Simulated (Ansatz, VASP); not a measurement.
# Zr: VASP beside Ansatz

```
CELL_PARAMETERS angstrom
-1.52572 1.52572 1.52572
1.52572 -1.52572 1.52572
1.52572 1.52572 -1.52572
ATOMIC_POSITIONS crystal
Zr 0.00000 0.00000 0.00000
```

Change from the starting cell: volume scaled by 0.65, PAW files.

Alike in both runs: task single point; functional PBEsol; k mesh 15 × 15 × 15; occupations fermi-dirac, width 0.08 eV; no spin polarisation.

|  | VASP | Ansatz |
| --- | --- | --- |
| version | VASP 6.6.1 | Ansatz 0.2.0 |
| potentials or method | VASP PAW PBE potentials, release 64 (Zr_sv) | PAW with Ansatz's default frozen-core files, scalar-relativistic |
| plane-wave cutoff (eV) | 520 | 420 |
| valence electrons in the cell | 12 | 12 |

|  | VASP | Ansatz | Ansatz less VASP |
| --- | --- | --- | --- |
| pressure (GPa) | 80.9 | 80.2 | -0.70 |

VASP's potentials were made for PBE, not for PBEsol. Both programs put the cell under a high pressure, so it lies far from rest at this level. The functional is the same, so the differences come from potentials, cutoffs and numerics.

Noted on VASP's run: the cell as given lies far from equilibrium.
